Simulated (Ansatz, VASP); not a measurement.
# One calculation of AlNi, two programs

```
Al Ni
1.0
     2.75870    0.00000    0.00000
    -1.37935    2.38911    0.00000
     0.00000    0.00000    3.81822
Al Ni
1 1
Direct
  0.33333 0.66667 0.00000
  0.66667 0.33333 0.50000
```

Alike in both runs: functional PBE; k mesh 24 × 24 × 14; occupations gaussian, width 0.1 eV; no spin polarisation.

Ansatz relaxed the structure, and its values are those at the end. VASP's run is a single point on that final structure, the one shown.

|  | VASP | Ansatz |
| --- | --- | --- |
| version | VASP 6.6.1 | Ansatz 0.2.0 |
| potentials or method | VASP PAW PBE potentials, release 64 (Al, Ni), cutoff 520 eV | scalar-relativistic, plane waves, PAW |
| valence electrons in the cell | 13 | 21 |

```tsv
	VASP	Ansatz	Ansatz less VASP
gap on the k mesh at the Fermi level (eV)	none	none	-
pressure (GPa)	0.2	0.0	-0.16
```

A gap of «none» marks a metal or a gap that the smearing closes. VASP's potentials hold 13 valence electrons a cell and Ansatz's 21, so a difference there can come from the potentials and not from the codes.
